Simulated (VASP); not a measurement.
# Rh (Fm-3m) in VASP: settings compared, part 3 of 4

VASP 6.6.1. The steps go on from the part before.

### 5 Single point, RPBE

The input, INCAR:

```
SYSTEM = Rh
PREC = Accurate ; ENCUT = 520
EDIFF = 1E-6 ; ISMEAR = 1
SIGMA = 0.15 ; LREAL = .False.
LASPH = .True. ; NELM = 80
ALGO = Normal ; ISIF = 2
LWAVE = .False. ; LCHARG = .False.
GGA = RP ; NBANDS = 14
```

The input, KPOINTS:

```
Automatic mesh
0
Gamma
  14 14 14
  0 0 0
```

The input, POSCAR:

```
Rh
1.0
    0.0000000000      1.8978500000      1.8978500000
    1.8978500000      0.0000000000      1.8978500000
    1.8978500000      1.8978500000      0.0000000000
Rh
1
Direct
    0.0000000000      0.0000000000      0.0000000000
```

Potentials or basis: VASP PAW PBE potentials, release 64 (Rh_pv).

Run with:

```
$ cat potpaw_PBE.64/Rh_pv/POTCAR > POTCAR
$ mpirun -np 1 vasp_std > vasp.out
```

OUTCAR:

```text
SYSTEM = Rh
   PREC = Accurate
   ENCUT = 520
   EDIFF = 1E-6
   ISMEAR = 1
   LREAL = .False.
   LASPH = .True.
   NELM = 80
   ISIF = 2
   GGA = RP

 ion  position               nearest neighbor table
   1  0.000  0.000  0.000-

  LATTYP: Found a face centered cubic cell.
 ALAT       =     3.7957000000

  Lattice vectors:

 A1 = (   0.0000000000,   1.8978500000,   1.8978500000)
 A2 = (   1.8978500000,   0.0000000000,   1.8978500000)
 A3 = (   1.8978500000,   1.8978500000,   0.0000000000)

Analysis of symmetry for initial positions (statically):
=====================================================================
 Subroutine PRICEL returns:
 Original cell was already a primitive cell.

 Routine SETGRP: Setting up the symmetry group for a
 face centered cubic supercell.

 Subroutine GETGRP returns: Found 48 space group operations
 (whereof 48 operations were pure point group operations)
 out of a pool of 48 trial point group operations.

The static configuration has the point symmetry O_h .

Analysis of symmetry for dynamics (positions and initial velocities):
=====================================================================
 Subroutine PRICEL returns:
 Original cell was already a primitive cell.

 Routine SETGRP: Setting up the symmetry group for a
 face centered cubic supercell.

 Subroutine GETGRP returns: Found 48 space group operations
 (whereof 48 operations were pure point group operations)
 out of a pool of 48 trial point group operations.

The dynamic configuration has the point symmetry O_h .

 Subroutine INISYM returns: Found 48 space group operations
 (whereof 48 operations are pure point group operations),
 and found     1 'primitive' translations

----------------------------------------------------------------------------------------

                                     Primitive cell

  volume of cell :      13.6715

  direct lattice vectors                    reciprocal lattice vectors
     0.000000000  1.897850000  1.897850000    -0.263456016  0.263456016  0.263456016
     1.897850000  0.000000000  1.897850000     0.263456016 -0.263456016  0.263456016
     1.897850000  1.897850000  0.000000000     0.263456016  0.263456016 -0.263456016

  length of vectors
     2.683965209  2.683965209  2.683965209     0.456319205  0.456319205  0.456319205

  position of ions in fractional coordinates (direct lattice)
     0.000000000  0.000000000  0.000000000

  ion indices of the primitive-cell ions
   primitive index   ion index
                 1           1

----------------------------------------------------------------------------------------

 KPOINTS: Automatic mesh

Automatic generation of k-mesh.
 Grid dimensions read from file:
 generate k-points for:   14   14   14

 Generating k-lattice:

  Cartesian coordinates                     Fractional coordinates (reciprocal lattice)
    -0.018818287  0.018818287  0.018818287     0.071428571  0.000000000  0.000000000
     0.018818287 -0.018818287  0.018818287     0.000000000  0.071428571  0.000000000
     0.018818287  0.018818287 -0.018818287     0.000000000  0.000000000  0.071428571

  Length of vectors
     0.032594229  0.032594229  0.032594229

  Shift w.r.t. Gamma in fractional coordinates (k-lattice)
     0.000000000  0.000000000  0.000000000

 Subroutine IBZKPT returns following result:
 ===========================================

 Found    104 irreducible k-points:

 Following reciprocal coordinates:
            Coordinates               Weight
  0.000000  0.000000  0.000000      1.000000
  0.071429  0.000000  0.000000      8.000000
  0.142857  0.000000  0.000000      8.000000
  0.214286  0.000000  0.000000      8.000000
  0.285714  0.000000  0.000000      8.000000
  0.357143  0.000000  0.000000      8.000000
[... 16 lines left out ...]
  0.214286  0.142857  0.000000     24.000000
  0.285714  0.142857  0.000000     24.000000
 [... further k-points ...]
   k-points           NKPTS =    104   k-points in BZ     NKDIM =    104   number of bands    NBANDS=     14
   number of dos      NEDOS =    301   number of ions     NIONS =      1
   total plane-waves  NPLWV =   8000
   dimension x,y,z NGX =    20 NGY =   20 NGZ =   20
   dimension x,y,z NGXF=    40 NGYF=   40 NGZF=   40
   ions per type =               1
   NGX,Y,Z   is equivalent  to a cutoff of  12.39, 12.39, 12.39 a.u.
   NGXF,Y,Z  is equivalent  to a cutoff of  24.78, 24.78, 24.78 a.u.
 SYSTEM =  Rh
   PREC   = accura    normal or accurate (medium, high low for compatibility)
   ISTART =      0    job   : 0-new  1-cont  2-samecut
   ICHARG =      2    charge: 1-file 2-atom 10-const
   ISPIN  =      1    spin polarized calculation?
   LNONCOLLINEAR =      F non collinear calculations
   LSORBIT =      F    spin-orbit coupling
   LASPH  =      T    aspherical Exc in radial PAW
   ENCUT  =  520.0 eV  38.22 Ry    6.18 a.u.   4.99  4.99  4.99*2*pi/ulx,y,z
   NELM   =     80;   NELMIN=  2; NELMDL= -5     # of ELM steps
   EDIFF  = 0.1E-05   stopping-criterion for ELM
   LREAL  =      F    real-space projection
   EDIFFG = 0.1E-04   stopping-criterion for IOM
   NSW    =      0    number of steps for IOM
   IBRION =     -1    ionic relax: 0-MD 1-quasi-New 2-CG
   NFREE  =      0    steps in history (QN), initial steepest desc. (CG)
   ISIF   =      2    stress and relaxation
   ISYM   =      2    0-nonsym 1-usesym 2-fastsym
   POTIM  = 0.5000    time-step for ionic-motion
   TEBEG  =    0.0;   TEEND  =   0.0 temperature during run
   PSTRESS=    0.0 pullay stress
   NELECT =      15.0000    total number of electrons
   NUPDOWN=      -1.0000    fix difference up-down
   EMIN   =  10.00;   EMAX   =-10.00  energy-range for DOS
   EFERMI =   0.00;   METHOD = LEGACY
   ISMEAR =     1;   SIGMA  =   0.15  broadening in eV -4-tet -1-fermi 0-gaus
   EFERMI_NEDOS =   21; number of points for ismear=-14 and -15
   IALGO  =     38    algorithm
   IMIX   =      4    mixing-type and parameters
     AMIX     =   0.40;   BMIX     =  1.00
     AMIX_MAG =   1.60;   BMIX_MAG =  1.00
  volume/ion in A,a.u.               =      13.67        92.26
  Fermi-wavevector in a.u.,A,eV,Ry     =   1.688496  3.190795 38.790465  2.851019
  Thomas-Fermi vector in A             =   2.770792
   LORBIT       =      0    0 simple, 1 ext, 2 COOP (PROOUT), +10 PAW based schemes
   GGA     = RP    functional components
   LHFCALC =     F    Hartree Fock is set to
   AEXX    =    0.0000 exact exchange contribution
   IVDW    =     0    specifies the selected vdW correction
   LEPSILON=     F    determine dielectric tensor
   LRPA    =     F    only Hartree local field effects (RPA)
 non-spin polarized calculation
 Methfessel and Paxton  Order N= 1 SIGMA  =   0.15
  energy-cutoff  :      520.00
  volume of cell :       13.67
 maximum number of plane-waves:       378
   NGX =  9   NGY =  9   NGZ =  9

 number of electron      15.0000007 magnetization

 Free energy of the ion-electron system (eV)
  ---------------------------------------------------
  ext. energy  EPLUGINS =         0.00000000
  ---------------------------------------------------
  free energy    TOTEN  =        -6.59278335 eV

  energy without entropy =       -6.59211698  energy(sigma->0) =       -6.59256123

 E-fermi :  12.0667     XC(G=0): -13.9691

 val. band max:       12.0583076018   @ k =  -0.2857   0.3571   0.0714
 cond. band min:      12.0914429607   @ k =   0.3571   0.0714   0.0000
 fundamental gap:      0.0331353589
 Fermi energy:        12.0667146927

 k-point     1 :       0.0000    0.0000    0.0000
  band No.  band energies     occupation
      1     -34.2900      2.00000
      2     -34.2900      2.00000
      3     -34.2900      2.00000
      4       4.1288      2.00000
      5       9.0010      2.00000
      6       9.0010      2.00000
      7       9.0010      2.00000
      8      11.0961      2.00000
      9      11.0961      2.00000
     10      28.0922      0.00000
     11      32.6961      0.00000
     12      33.6040      0.00000
     13      33.6040      0.00000
     14      33.6040      0.00000
[... 375 lines left out ...]
 k-point    24 :       0.2857    0.1429    0.0000
  band No.  band energies     occupation
      1     -34.6642      2.00000
      2     -34.3937      2.00000
      3     -34.3856      2.00000
      4       6.3831      2.00000
      5       7.9864      2.00000
      6       9.3469      2.00000
      7       9.9130      2.00000
      8      11.1829      2.00000
      9      11.8270      2.04633
     10      28.1259      0.00000
     11      30.5313      0.00000
     12      32.6951      0.00000
     13      32.8547      0.00000
     14      34.0871      0.00000

 [... further k-points ...]
[... 5 lines left out ...]
  --------------------------------------------------------------------------------------
  -------------------------------------------------------------------------------------
  Total        1.0652240      1.0652240      1.0652240      0.0000000      0.0000000      0.0000000
  in kB      124.8348553    124.8348553    124.8348553      0.0000000      0.0000000      0.0000000
  external PRESSURE =     124.8348553 kB  Pullay stress =       0.0000000 kB

 VOLUME and BASIS-vectors are now :
 -----------------------------------------------------------------------------
  energy-cutoff  :      520.00
  volume of cell :       13.67
      direct lattice vectors                 reciprocal lattice vectors
     0.000000000  1.897850000  1.897850000    -0.263456016  0.263456016  0.263456016
     1.897850000  0.000000000  1.897850000     0.263456016 -0.263456016  0.263456016
     1.897850000  1.897850000  0.000000000     0.263456016  0.263456016 -0.263456016

 POSITION                                       TOTAL-FORCE (eV/Angst)
 -----------------------------------------------------------------------------------
      0.00000      0.00000      0.00000         0.000000      0.000000      0.000000
 -----------------------------------------------------------------------------------
    total drift:                               -0.000000      0.000000      0.000000

  FREE ENERGIE OF THE ION-ELECTRON SYSTEM (eV)
  ---------------------------------------------------
  free  energy   TOTEN  =        -6.5927833535 eV

  energy  without entropy=       -6.5921169809  energy(sigma->0) =       -6.59256123
```

OSZICAR:

```text
N       E                     dE             d eps       ncg     rms          rms(c)
DAV:   1     0.119824670319E+03    0.11982E+03   -0.87939E+03  2946   0.115E+03
DAV:   2    -0.549832440293E+01   -0.12532E+03   -0.11989E+03  3206   0.340E+02
DAV:   3    -0.702551251500E+01   -0.15272E+01   -0.15250E+01  3536   0.415E+01
DAV:   4    -0.703122621524E+01   -0.57137E-02   -0.57132E-02  3296   0.259E+00
DAV:   5    -0.703127677713E+01   -0.50562E-04   -0.50564E-04  3404   0.216E-01    0.995E+00
DAV:   6    -0.660992261389E+01    0.42135E+00   -0.70699E-01  3080   0.117E+01    0.370E+00
DAV:   7    -0.659540232368E+01    0.14520E-01   -0.17334E-02  3338   0.167E+00    0.173E+00
DAV:   8    -0.659295495832E+01    0.24474E-02   -0.37492E-03  3074   0.816E-01    0.227E-01
DAV:   9    -0.659278336300E+01    0.17160E-03   -0.15267E-04  3038   0.174E-01    0.138E-02
DAV:  10    -0.659278335348E+01    0.95247E-08   -0.42440E-06  3338   0.257E-02
   1 F= -.65927834E+01 E0= -.65925612E+01  d E =-.666373E-03
```

It took 6.1 s on 1 thread of Intel Xeon 6975P-C (Granite Rapids), shared host; peak memory 0.13 GiB.

Results:

| Item | Value |
| --- | --- |
| Free energy | -6.5928 eV |
| Pressure | 12.5 GPa |

Levels at points of the mesh, in eV from the Fermi level:
| k point | band 3 | band 4 | band 5 | band 6 | band 7 | band 8 | band 9 | band 10 | band 11 | band 12 |
| --- | --- | --- | --- | --- | --- | --- | --- | --- | --- | --- |
| (0.00, 0.00, 0.00) | -46.36 | -7.94 | -3.07 | -3.07 | -3.07 | -0.97 | -0.97 | 16.03 | 20.63 | 21.54 |
| (0.50, 0.00, 0.00) | -46.46 | -6.12 | -3.15 | -3.15 | 0.60 | 0.60 | 0.77 | 8.76 | 15.53 | 20.63 |
| (0.50, 0.50, 0.00) | -46.63 | -6.33 | -5.96 | 0.57 | 1.03 | 1.03 | 3.33 | 12.40 | 13.43 | 13.43 |

Caveat: the PAW data sets were made with another functional, which shifts forces and pressure a little.

[end of part 3 of 4]
